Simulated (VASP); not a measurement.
Wanted: the native input for a VASP 6.6.1 run.

* Task: single point
* Functional: PBE
* Potentials or basis: VASP PAW PBE potentials, release 64 (Hf_pv, Te)
* Cutoff: 500 eV
* k mesh: 4 × 4 × 4
* Occupations: gaussian, width 0.1 eV
* Spin: no spin polarisation
* Dipole correction: no
* Further INCAR settings: ALGO = Normal; EDIFF = 1e-06; NBANDS = 26

The structure of Hf3Te lies in POSCAR:

```
Hf3Te
1.0
    4.4733156694      0.0000000000      0.0000000000
    0.0000000000      4.4733156694      0.0000000000
    0.0000000000      0.0000000000      4.4733156694
Hf Te
3 1
Direct
    0.0000000000      0.5000000000      0.5000000000
    0.5000000000      0.0000000000      0.5000000000
    0.5000000000      0.5000000000      0.0000000000
    0.0000000000      0.0000000000      0.0000000000
```

One way to write it, as run:

INCAR

```
PREC = Accurate ; ENCUT = 500
EDIFF = 1E-6 ; ISMEAR = 0
SIGMA = 0.1 ; LREAL = F
LASPH = T ; NELM = 120
ALGO = Normal ; ISIF = 2
LWAVE = F ; LCHARG = F
GGA = PE ; NBANDS = 26
GGA_COMPAT = F
```

KPOINTS

```
Automatic mesh
0
Gamma
  4 4 4
```

Potentials or basis: VASP PAW PBE potentials, release 64 (Hf_pv, Te).

Run with:

```bash
$ cat potpaw_PBE.64/Hf_pv/POTCAR potpaw_PBE.64/Te/POTCAR > POTCAR
$ mpirun -np 1 vasp_std > vasp.out
```

Results of the run:

```yaml
Pressure: -3.9 GPa
Band_gap_on_the_k_mesh: zero (bands 18 and 19 overlap by 2.50 eV)
```

Caveat: the cell stands under tension; spin-orbit coupling is left out, which moves the levels of the heavy elements.

It took 45 s on 1 thread of Intel Xeon 8259CL (shared host), peak memory 0.21 GiB.
